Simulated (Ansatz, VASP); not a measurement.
## Rb: VASP beside Ansatz

```xyz
2
Lattice="2.3793 -7.9880 0.0000 2.3793 7.9880 0.0000 0.0000 0.0000 4.9309" Properties=species:S:1:pos:R:3 pbc="T T T"
Rb    2.3793   -5.8876    1.2327
Rb    2.3793    5.8876    3.6982
```

Alike in both runs: functional PBE; k mesh 12 × 12 × 10; occupations gaussian, width 0.1 eV; no spin polarisation.

Ansatz relaxed the structure, and its values are those at the end. VASP's run is a single point on that final structure, the one shown.

```csv
,VASP,Ansatz
version,VASP 6.6.1,Ansatz 0.2.0
potentials or method,"VASP PAW PBE potentials, release 64 (Rb_sv), cutoff 520 eV","scalar-relativistic, plane waves, PAW"
valence electrons in the cell,18,18
```

|  | VASP | Ansatz | Ansatz less VASP |
| --- | --- | --- | --- |
| gap on the k mesh at the Fermi level (eV) | none | none | - |
| pressure (GPa) | 0.0 | 0.0 | 0.00 |

A gap of «none» marks a metal or a gap that the smearing closes. With one functional, cell and mesh, what is left measures potentials, basis and numerics.
